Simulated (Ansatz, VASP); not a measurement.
**Two plane-wave programs on Hf**

```
Hf
1.0
     0.00000    2.07465    2.50694
     1.95824    0.00000    2.50694
     1.95824    2.07465    0.00000
Hf
1
Cartesian
  0.0000 0.0000 0.0000
```

Change from the starting cell: strain +e along x and -e along y -0.0267, strain +e along z and -e/2 along x and y +0.1500.

Alike in both runs: task single point; functional LDA; k mesh 18 × 18 × 18; occupations gaussian, width 0.15 eV; no spin polarisation.

```csv
,VASP,Ansatz
version,VASP 6.6.1,Ansatz 0.2.0
potentials or method,"VASP PAW LDA potentials, release 64 (Hf_pv), cutoff 520 eV","scalar-relativistic, plane waves, PAW"
valence electrons in the cell,10,26
```

Ansatz gave:

```
gap on the k mesh at the Fermi level (eV)                     : none
pressure (GPa)                                                : 1.2
traceless stress, the component that is largest in VASP (GPa) : -6.34
```

Which values does VASP return?

gap on the k mesh at the Fermi level (eV): none; pressure (GPa): 1.2; traceless stress, the component that is largest in VASP (GPa): -6.24.

LDA's correlation is that of Perdew and Zunger in VASP and of Perdew and Wang (1992) in Ansatz. A gap of «none» marks a metal or a gap that the smearing closes. VASP's potentials hold 10 valence electrons a cell and Ansatz's 26, so a difference there can come from the potentials and not from the codes.

Neither program's run includes spin-orbit coupling.
